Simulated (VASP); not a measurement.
# C (R-3m) in VASP: a series of runs

The runs below take C through single point, relaxation of volume and atoms at fixed shape, with LDA.

Program: VASP 6.6.1. These are calculated values, not measurements. Logs are shortened: lines on timing, memory, paths and dates and some standing lists are left out, and cuts for length are marked.

### Step 1. The cell of the first run

The structure is trigonal, space group R-3m (No. 166). Conventional cell: a = 2.449 Å, b = 2.449 Å, c = 10.011 Å, α = 90.00°, β = 90.00°, γ = 120.00°. Within 1.9 Å of C (site symmetry 3m) lie 3 C at 1.41 Å.

### Step 2. Single point, LDA

File INCAR:

```
SYSTEM = C
PREC     = Accurate       ! precision mode
ENCUT    = 520            ! plane-wave cutoff, eV
EDIFF    = 1E-7           ! SCF threshold, eV
ISMEAR   = -1             ! smearing method
SIGMA    = 0.05           ! smearing width, eV
LREAL    = .FALSE.        ! projectors in reciprocal space
LASPH    = .TRUE.         ! aspherical terms in the spheres
NELM     = 80             ! most SCF steps
ALGO     = Normal         ! electronic algorithm
ISIF     = 2              ! what is computed and relaxed
LWAVE    = .FALSE.        ! write WAVECAR
LCHARG   = .TRUE.         ! write CHGCAR
GGA      = CA             ! functional
LELF     = .TRUE.         ! ELF
LVHAR    = .TRUE.       
NBANDS   = 11             ! bands
```

File KPOINTS:

```
regular mesh
0
G
  11 11 11
  0 0 0
```

File POSCAR:

```
C
1.0
    1.2243811313      0.7068969419      3.3370691325
   -1.2243811313      0.7068969419      3.3370691325
    0.0000000000     -1.4137933853      3.3370692381
C
2
Direct
    0.8333809789      0.8333809789      0.8333809789
    0.1666190211      0.1666190211      0.1666190211
```

Potentials or basis: VASP PAW LDA potentials, release 64 (C).

Launch:

```
cat potpaw_LDA.64/C/POTCAR > POTCAR
mpirun -np 1 vasp_std > vasp.out
```

OUTCAR:

```text
SYSTEM = C
   PREC = Accurate
   ENCUT = 520
   EDIFF = 1E-7
   ISMEAR = -1
   LREAL = .FALSE.
   LASPH = .TRUE.
   NELM = 80
   ISIF = 2
   GGA = CA

 ion  position               nearest neighbor table
   1  0.833  0.833  0.833-   2 1.41   2 1.41   2 1.41
   2  0.167  0.167  0.167-   1 1.41   1 1.41   1 1.41

  LATTYP: Found a trigonal (rhomboedric) cell.
 ALAT       =     3.6242023724
 COS(alpha) =     0.7717355018

  Lattice vectors:

 A1 = (   1.2243811313,   0.7068969419,   3.3370691325)
 A2 = (  -1.2243811313,   0.7068969419,   3.3370691325)
 A3 = (   0.0000000000,  -1.4137933853,   3.3370692381)

Analysis of symmetry for initial positions (statically):
=====================================================================
 Subroutine PRICEL returns:
 Original cell was already a primitive cell.

 Routine SETGRP: Setting up the symmetry group for a
 trigonal (rhombohedral) supercell.

 Subroutine GETGRP returns: Found 12 space group operations
 (whereof 12 operations were pure point group operations)
 out of a pool of 12 trial point group operations.

The static configuration has the point symmetry D_3d.

Analysis of symmetry for dynamics (positions and initial velocities):
=====================================================================
 Subroutine PRICEL returns:
 Original cell was already a primitive cell.

 Routine SETGRP: Setting up the symmetry group for a
 trigonal (rhombohedral) supercell.

 Subroutine GETGRP returns: Found 12 space group operations
 (whereof 12 operations were pure point group operations)
 out of a pool of 12 trial point group operations.

The dynamic configuration has the point symmetry D_3d.

 Subroutine INISYM returns: Found 12 space group operations
 (whereof 12 operations are pure point group operations),
 and found     1 'primitive' translations

----------------------------------------------------------------------------------------

                                     Primitive cell

  volume of cell :      17.3296

  direct lattice vectors                    reciprocal lattice vectors
     1.224381131  0.706896942  3.337069132     0.408369573  0.235772288  0.099888039
    -1.224381131  0.706896942  3.337069132    -0.408369573  0.235772288  0.099888039
     0.000000000 -1.413793385  3.337069238     0.000000000 -0.471544561  0.099888074

  length of vectors
     3.624202372  3.624202372  3.624202372     0.482008195  0.482008195  0.482008195

  position of ions in fractional coordinates (direct lattice)
     0.833380979  0.833380979  0.833380979
     0.166619021  0.166619021  0.166619021

  ion indices of the primitive-cell ions
   primitive index   ion index
                 1           1
                 2           2

----------------------------------------------------------------------------------------

 KPOINTS: regular mesh

Automatic generation of k-mesh.
 Grid dimensions read from file:
 generate k-points for:   11   11   11

 Generating k-lattice:

  Cartesian coordinates                     Fractional coordinates (reciprocal lattice)
     0.037124507  0.021433844  0.009080731     0.090909091  0.000000000  0.000000000
    -0.037124507  0.021433844  0.009080731     0.000000000  0.090909091  0.000000000
     0.000000000 -0.042867687  0.009080734     0.000000000  0.000000000  0.090909091

  Length of vectors
     0.043818927  0.043818927  0.043818927

  Shift w.r.t. Gamma in fractional coordinates (k-lattice)
     0.000000000  0.000000000  0.000000000

 Subroutine IBZKPT returns following result:
 ===========================================

 Found    146 irreducible k-points:

 Following reciprocal coordinates:
            Coordinates               Weight
  0.000000  0.000000  0.000000      1.000000
  0.090909 -0.000000  0.000000      6.000000
  0.181818 -0.000000  0.000000      6.000000
  0.272727 -0.000000  0.000000      6.000000
  0.363636 -0.000000  0.000000      6.000000
  0.454545  0.000000  0.000000      6.000000
[... 16 lines left out ...]
 -0.272727  0.181818  0.000000     12.000000
 -0.181818  0.181818  0.000000      6.000000
 [... further k-points ...]
   k-points           NKPTS =    146   k-points in BZ     NKDIM =    146   number of bands    NBANDS=     11
   number of dos      NEDOS =    301   number of ions     NIONS =      2
   total plane-waves  NPLWV =  21952
   dimension x,y,z NGX =    28 NGY =   28 NGZ =   28
   dimension x,y,z NGXF=    56 NGYF=   56 NGZF=   56
   ions per type =               2
   NGX,Y,Z   is equivalent  to a cutoff of  12.84, 12.84, 12.84 a.u.
   NGXF,Y,Z  is equivalent  to a cutoff of  25.69, 25.69, 25.69 a.u.
 SYSTEM =  C
   PREC   = accura    normal or accurate (medium, high low for compatibility)
   ISTART =      0    job   : 0-new  1-cont  2-samecut
   ICHARG =      2    charge: 1-file 2-atom 10-const
   ISPIN  =      1    spin polarized calculation?
   LNONCOLLINEAR =      F non collinear calculations
   LSORBIT =      F    spin-orbit coupling
   LASPH  =      T    aspherical Exc in radial PAW
   ENCUT  =  520.0 eV  38.22 Ry    6.18 a.u.   6.74  6.74  6.74*2*pi/ulx,y,z
   NELM   =     80;   NELMIN=  2; NELMDL= -5     # of ELM steps
   EDIFF  = 0.1E-06   stopping-criterion for ELM
   LREAL  =      F    real-space projection
   EDIFFG = 0.1E-05   stopping-criterion for IOM
   NSW    =      0    number of steps for IOM
   IBRION =     -1    ionic relax: 0-MD 1-quasi-New 2-CG
   NFREE  =      0    steps in history (QN), initial steepest desc. (CG)
   ISIF   =      2    stress and relaxation
   ISYM   =      2    0-nonsym 1-usesym 2-fastsym
   POTIM  = 0.5000    time-step for ionic-motion
   TEBEG  =    0.0;   TEEND  =   0.0 temperature during run
   PSTRESS=    0.0 pullay stress
   NELECT =       8.0000    total number of electrons
   NUPDOWN=      -1.0000    fix difference up-down
   EMIN   =  10.00;   EMAX   =-10.00  energy-range for DOS
   EFERMI =   0.00;   METHOD = LEGACY
   ISMEAR =    -1;   SIGMA  =   0.05  broadening in eV -4-tet -1-fermi 0-gaus
   EFERMI_NEDOS =   21; number of points for ismear=-14 and -15
   IALGO  =     38    algorithm
   IMIX   =      4    mixing-type and parameters
     AMIX     =   0.40;   BMIX     =  1.00
     AMIX_MAG =   1.60;   BMIX_MAG =  1.00
  volume/ion in A,a.u.               =       8.66        58.47
  Fermi-wavevector in a.u.,A,eV,Ry     =   1.265246  2.390969 21.780868  1.600849
  Thomas-Fermi vector in A             =   2.398510
   LORBIT       =      0    0 simple, 1 ext, 2 COOP (PROOUT), +10 PAW based schemes
   GGA     = CA    functional components
   LHFCALC =     F    Hartree Fock is set to
   AEXX    =    0.0000 exact exchange contribution
   IVDW    =     0    specifies the selected vdW correction
   LEPSILON=     F    determine dielectric tensor
   LRPA    =     F    only Hartree local field effects (RPA)
 non-spin polarized calculation
  energy-cutoff  :      520.00
  volume of cell :       17.33
 maximum number of plane-waves:       479
   NGX = 13   NGY = 13   NGZ = 13

 number of electron       8.0000000 magnetization

 Free energy of the ion-electron system (eV)
  ---------------------------------------------------
  ext. energy  EPLUGINS =         0.00000000
  ---------------------------------------------------
  free energy    TOTEN  =       -20.22480679 eV

  energy without entropy =      -20.22480614  energy(sigma->0) =      -20.22480646

 E-fermi :   4.8007     XC(G=0): -10.8287

 val. band max:        4.2807205102   @ k =  -0.1818   0.4545   0.0909
 cond. band min:       5.3234636860   @ k =  -0.1818   0.4545   0.0909
 fundamental gap:      1.0427431758
 Fermi energy:         4.8007180397

 k-point     1 :       0.0000    0.0000    0.0000
  band No.  band energies     occupation
      1     -14.8751      2.00000
      2      -1.9183      2.00000
      3       1.7419      2.00000
      4       1.7419      2.00000
      5       8.5769      0.00000
      6      13.1838      0.00000
      7      13.1838      0.00000
      8      16.2208      0.00000
      9      18.1340      0.00000
     10      27.3967      0.00000
     11      30.2114      0.00000

 k-point     2 :       0.0909   -0.0000    0.0000
  band No.  band energies     occupation
      1     -14.6739      2.00000
      2      -1.7144      2.00000
      3       0.9882      2.00000
      4       1.3392      2.00000
      5       8.8640      0.00000
      6      13.2822      0.00000
      7      14.0155      0.00000
      8      15.5322      0.00000
      9      18.4520      0.00000
     10      27.9867      0.00000
     11      28.7220      0.00000

 k-point     3 :       0.1818   -0.0000    0.0000
  band No.  band energies     occupation
      1     -14.0732      2.00000
      2      -1.1078      2.00000
      3      -0.8762      2.00000
      4       0.4331      2.00000
      5       9.7201      0.00000
      6      13.2685      0.00000
      7      13.7757      0.00000
      8      16.1778      0.00000
      9      19.4216      0.00000
     10      25.7921      0.00000
     11      28.3757      0.00000

 k-point     4 :       0.2727   -0.0000    0.0000
  band No.  band energies     occupation
      1     -13.0826      2.00000
      2      -3.2167      2.00000
      3      -0.5152      2.00000
      4      -0.1173      2.00000
      5      11.0190      0.00000
      6      11.4871      0.00000
      7      13.1107      0.00000
      8      19.0953      0.00000
      9      20.4745      0.00000
     10      23.7064      0.00000
     11      26.6569      0.00000

 k-point     5 :       0.3636   -0.0000    0.0000
  band No.  band energies     occupation
      1     -11.7221      2.00000
      2      -5.6240      2.00000
      3      -1.2405      2.00000
      4       1.1826      2.00000
      5       8.9449      0.00000
      6      12.6895      0.00000
      7      13.2147      0.00000
      8      19.8298      0.00000
      9      22.1906      0.00000
     10      23.3554      0.00000
     11      25.4983      0.00000
[... 211 lines left out ...]
 k-point    21 :      -0.4545    0.1818    0.0000
  band No.  band energies     occupation
      1      -9.4717      2.00000
      2      -7.4243      2.00000
      3      -3.6910      2.00000
      4       2.8361      2.00000
      5       6.7536      0.00000
      6      15.3992      0.00000
      7      15.8552      0.00000
      8      17.4976      0.00000
      9      19.6895      0.00000
     10      23.5166      0.00000
     11      27.7964      0.00000

 k-point    22 :      -0.3636    0.1818    0.0000
  band No.  band energies     occupation
      1      -9.5612      2.00000
      2      -7.3415      2.00000
      3      -3.6958      2.00000
      4       3.2741      2.00000
      5       6.4265      0.00000
      6      15.1442      0.00000
      7      15.5588      0.00000
      8      16.7813      0.00000
      9      20.3706      0.00000
     10      24.0210      0.00000
     11      27.9913      0.00000

 k-point    23 :      -0.2727    0.1818    0.0000
  band No.  band energies     occupation
      1     -11.1920      2.00000
      2      -5.2968      2.00000
      3      -3.2392      2.00000
      4       2.0468      2.00000
      5       8.1347      0.00000
      6      13.1552      0.00000
      7      15.7029      0.00000
      8      17.6532      0.00000
      9      19.0563      0.00000
     10      25.2742      0.00000
     11      26.6969      0.00000

 k-point    24 :      -0.1818    0.1818    0.0000
  band No.  band energies     occupation
      1     -12.5247      2.00000
      2      -3.4272      2.00000
      3      -2.1683      2.00000
      4       0.7009      2.00000
      5      10.2375      0.00000
      6      11.4755      0.00000
      7      15.3709      0.00000
      8      16.9629      0.00000
      9      20.0206      0.00000
     10      23.6953      0.00000
     11      27.5997      0.00000

 [... further k-points ...]

------------------------ aborting loop because EDIFF is reached ----------------------------------------

  FORCE on cell =-STRESS in cart. coord.  units (eV):
  Direction    XX          YY          ZZ          XY          YZ          ZX
  --------------------------------------------------------------------------------------
  -------------------------------------------------------------------------------------
  Total       -0.0823437     -0.0823437     -0.0235511      0.0000000      0.0000000      0.0000000
  in kB       -7.6129346     -7.6129346     -2.1773744      0.0000000      0.0000003      0.0000000
  external PRESSURE =      -5.8010812 kB  Pullay stress =       0.0000000 kB

 VOLUME and BASIS-vectors are now :
 -----------------------------------------------------------------------------
  energy-cutoff  :      520.00
  volume of cell :       17.33
      direct lattice vectors                 reciprocal lattice vectors
     1.224381131  0.706896942  3.337069132     0.408369573  0.235772288  0.099888039
    -1.224381131  0.706896942  3.337069132    -0.408369573  0.235772288  0.099888039
     0.000000000 -1.413793385  3.337069238     0.000000000 -0.471544561  0.099888074

 POSITION                                       TOTAL-FORCE (eV/Angst)
 -----------------------------------------------------------------------------------
      0.00000      0.00000      8.34315         0.000000      0.000000      0.000159
      0.00000      0.00000      1.66806         0.000000     -0.000000     -0.000159
 -----------------------------------------------------------------------------------
    total drift:                                0.000000     -0.000000     -0.000000

  FREE ENERGIE OF THE ION-ELECTRON SYSTEM (eV)
  ---------------------------------------------------
  free  energy   TOTEN  =       -20.2248067856 eV

  energy  without entropy=      -20.2248061360  energy(sigma->0) =      -20.22480646
```

It took 52 s on 1 thread of Intel Xeon Platinum 8259CL at 2.50GHz (Skylake/Cascade Lake), shared host; peak memory 0.14 GiB.

What came out:

```
Free energy : -20.2248 eV
Pressure    : -0.6 GPa
```

Stress tensor (GPa, compression positive):
```
-0.76  0.00  0.00
 0.00 -0.76  0.00
 0.00  0.00 -0.22
```

[end of part 1 of 2]
